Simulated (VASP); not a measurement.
Here is a VASP 6.6.1 calculation.

INCAR

```
ALGO = Normal
EDIFF = 1E-6
EDIFFG = -0.01
ENCUT = 600
GGA = PE
IBRION = 2
ISIF = 3
ISMEAR = -1
ISPIN = 2
IVDW = 13
LASPH = True
LCHARG = False
LMAXMIX = 4
LORBIT = 11
LREAL = False
LWAVE = False
MAGMOM = 0 0 4 4
NELM = 150
NSW = 60
PREC = Accurate
SIGMA = 0.05
```

File KPOINTS:

```
k-points
0
Gamma
  8 8 5
```

POSCAR

```
MnAs
1.0
    3.7100000000      0.0000000000      0.0000000000
   -1.8550000000      3.2129542480      0.0000000000
    0.0000000000      0.0000000000      5.6910000000
As Mn
2 2
Direct
    0.6666666667      0.3333333333      0.7500000000
    0.3333333333      0.6666666667      0.2500000000
    0.0000000000      0.0000000000      0.5000000000
    0.0000000000      0.0000000000      0.0000000000
```

Potentials or basis: VASP PAW PBE potentials, release 64 (As, Mn_pv).

Run with:

```console
$ cat potpaw_PBE.64/As/POTCAR potpaw_PBE.64/Mn_pv/POTCAR > POTCAR
$ mpirun -np 1 vasp_std > vasp.out
```

(1) Predict the site moments.

(2) What does it give for the dispersion energy per atom?

(3) What does it give for the net moment?

Answers

(1) As -0.11; Mn +2.68 μB.

(2) -0.443 eV.

(3) 5.23 μB per cell.

Caveat: only a ferromagnetic start was run, and an antiferromagnetic order may lie lower in energy.
